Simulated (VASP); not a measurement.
GaN: single point with LDA

GaN:

```
Ga N
1.0
     3.04140    0.00000    0.00000
    -1.52070    2.63393    0.00000
     0.00000    0.00000    4.52170
Ga N
2 2
Direct
  0.33333 0.66667 0.99930
  0.66667 0.33333 0.49930
  0.33333 0.66667 0.37570
  0.66667 0.33333 0.87570
```

* Program: VASP 6.6.1
* Task: single point
* Functional: LDA
* Potentials or basis: VASP PAW LDA potentials, release 64 (Ga_d, N)
* Cutoff: 520 eV
* k mesh: 12 × 12 × 6
* Occupations: gaussian, width 0.05 eV
* Spin: no spin polarisation

The pressure is 68.6 GPa. The largest force is 3.201 eV/Å. The band gap on the k mesh is 3.36 eV.

Forces in eV/Å, atoms in the order of the input:
```
Ga   0.000  0.000 -3.201
Ga   0.000  0.000 -3.201
N    0.000  0.000  3.201
N    0.000  0.000  3.201
```

Stress tensor (GPa, compression positive):
```
 43.17   0.00   0.00
  0.00  43.17   0.00
  0.00   0.00 119.40
```

Levels at points of the mesh, in eV from the valence-band top:
| k point | band 14 | band 15 | band 16 | band 17 | band 18 | band 19 | band 20 | band 21 | band 22 | band 23 |
| --- | --- | --- | --- | --- | --- | --- | --- | --- | --- | --- |
| (0.00, 0.00, 0.00) | -2.07 | -2.07 | -0.25 | -0.25 | 0.00 | 3.36 | 4.56 | 10.01 | 10.01 | 10.96 |
| (0.50, 0.00, 0.00) | -5.84 | -5.57 | -4.33 | -3.16 | -1.30 | 4.66 | 6.61 | 7.08 | 10.12 | 11.04 |
| (0.00, 0.00, 0.50) | -3.78 | -1.17 | -1.17 | -1.17 | -1.17 | 5.07 | 5.07 | 10.05 | 10.05 | 10.50 |
| (0.50, 0.00, 0.50) | -8.17 | -2.94 | -2.94 | -2.11 | -2.11 | 4.90 | 4.90 | 9.23 | 9.23 | 11.60 |

It took 23 s on 1 thread of Intel(R) Xeon(R) 6975P-C (Granite Rapids), on a shared host, peak memory 0.17 GiB.

Caveat: the stress differs along the axes, from 43 to 119 GPa; forces of over 1 eV/Å act on the atoms, so gaps and moduli don't describe the material at rest. A k mesh can miss the band edges.
